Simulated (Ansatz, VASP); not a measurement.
# AlGa2As3 in VASP and in Ansatz

```
Al Ga As
1.0
    -2.03191    2.03191    8.58529
     2.03191   -2.03191    8.58529
     2.03191    2.03191   -8.58529
Al Ga As
1 2 3
Direct
  0.00000 0.00000 0.00000
  0.66657 0.66657 0.00000
  0.33343 0.33343 0.00000
  0.25000 0.75000 0.50000
  0.91724 0.41724 0.50000
  0.58276 0.08276 0.50000
```

Alike in both runs: functional PBE; k mesh 6 × 6 × 6; occupations gaussian, width 0.1 eV; no spin polarisation.

Ansatz relaxed the structure, and its values are those at the end. VASP's run is a single point on that final structure, the one shown.

|  | VASP | Ansatz |
| --- | --- | --- |
| version | VASP 6.6.1 | Ansatz 0.2.0 |
| potentials or method | VASP PAW PBE potentials, release 64 (Al, Ga_d, As), cutoff 520 eV | scalar-relativistic, plane waves, PAW |
| valence electrons in the cell | 44 | 74 |

```tsv
	VASP	Ansatz	Ansatz less VASP
gap on the k mesh at the Fermi level (eV)	0.65	0.65	-0.003
least direct gap on the mesh (eV)	0.65	0.65	-0.003
pressure (GPa)	0.2	0.0	-0.16
```

The functional is the same, so the differences come from potentials, cutoffs and numerics. VASP's potentials hold 44 valence electrons a cell and Ansatz's 74, so a difference there can come from the potentials and not from the codes.
